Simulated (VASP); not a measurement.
Crystal: Mg2Co.

```xyz
3
Lattice="4.1589 0.0000 0.0000 -2.0795 3.6017 0.0000 0.0000 0.0000 2.9252" Properties=species:S:1:pos:R:3 pbc="T T T"
Mg    0.0000    2.4011    1.4626
Mg    2.0795    1.2006    1.4626
Co    0.0000    0.0000    0.0000
```

| Item | Value |
| --- | --- |
| Program | VASP 6.6.1 |
| Task | relaxation of cell and atoms |
| Functional | PBE |
| Potentials or basis | VASP PAW PBE potentials, release 64 (Mg, Co) |
| Cutoff | 600 eV |
| k mesh | 6 × 6 × 6 |
| Occupations | gaussian, width 0.1 eV |
| Spin | collinear spin, ferromagnetic start |
| Starting moments | [0.0, 0.0, 0.16] μB |

At the start: pressure 8.9 GPa; volume 14.61 Å³/atom.

How do energy, volume and symmetry change on relaxing?

Over 4 steps the energy falls by 143.3 meV/atom and the volume is 16.04 Å³/atom (+9.8 %); space group P6/mmm (No. 191, to 0.05 Å); moment 0.00 μB per cell.

The path:
| step | energy change (eV) | largest force (eV/Å) | pressure (GPa) | volume (Å³) |
| --- | --- | --- | --- | --- |
| 1 | 0.0000 | 0.0000 | 8.89 | 43.82 |
| 2 | -0.4166 | 0.0000 | -1.35 | 48.95 |
| 3 | -0.4179 | 0.0000 | -1.79 | 49.25 |
| 4 | -0.4300 | 0.0000 | -0.19 | 48.11 |

Final structure:
```xyz
3
Lattice="4.4909 0.0000 0.0000 -2.2454 3.8892 0.0000 0.0000 0.0000 2.7543" Properties=species:S:1:pos:R:3 pbc="T T T"
Mg    0.0000    2.5928    1.3771
Mg    2.2454    1.2964    1.3771
Co   -2.2454    3.8892    0.0000
```
